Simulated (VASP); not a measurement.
Wanted: the native input for a VASP 6.6.1 run.

* Task: single point
* Functional: BLYP
* Potentials or basis: VASP PAW PBE potentials, release 64 (Zr_sv, O)
* Cutoff: 600 eV
* k mesh: 5 × 5 × 5
* Occupations: gaussian, width 0.01 eV
* Spin: no spin polarisation
* Dipole correction: no
* Further INCAR settings: ALGO = Normal; EDIFF = 1e-06; NBANDS = 19

The structure of ZrO2 (Cubic zirconia) lies in POSCAR:

```
ZrO2
1.0
    3.5850310000      0.0000000000      0.0000000000
    1.7925155000      3.1047279194      0.0000000000
    1.7925155000      1.0349093065      2.9271655540
Zr O
1 2
Direct
    0.0000000000      0.0000000000      0.0000000000
    0.2500000000      0.2500000000      0.2500000000
    0.7500000000      0.7500000000      0.7500000000
```

The input as run:

INCAR

```
SYSTEM = ZrO2
  PREC = Accurate
  ENCUT = 600
  EDIFF = 1E-6
  ISMEAR = 0
  SIGMA = 0.01
  LREAL = .False.
  LASPH = .True.
  NELM = 120
  ALGO = Normal
  ISIF = 2
  LWAVE = .False.
  LCHARG = .False.
  GGA = B5
  ALDAX = 1.0
  AGGAX = 1.0
  AGGAC = 1.0
  ALDAC = 0.0
  NBANDS = 19
  GGA_COMPAT = .False.
```

KPOINTS

```
regular mesh
0
Gamma
  5 5 5
  0 0 0
```

Potentials or basis: VASP PAW PBE potentials, release 64 (Zr_sv, O).

Run with:

```bash
$ cat potpaw_PBE.64/Zr_sv/POTCAR potpaw_PBE.64/O/POTCAR > POTCAR
$ mpirun -np 1 vasp_std > vasp.out
```

It gave:

* Pressure: 14.6 GPa
* Band gap on the k mesh: 3.63 eV, indirect (least direct gap 3.96 eV)

Caveat: the k points lie up to 0.43 Å⁻¹ apart; the PAW data sets were made with another functional, which shifts forces and pressure a little.

Run time: 15 s on 1 thread of Intel(R) Xeon(R) Platinum 8559C (Emerald Rapids), on a shared host, peak memory 0.16 GiB.
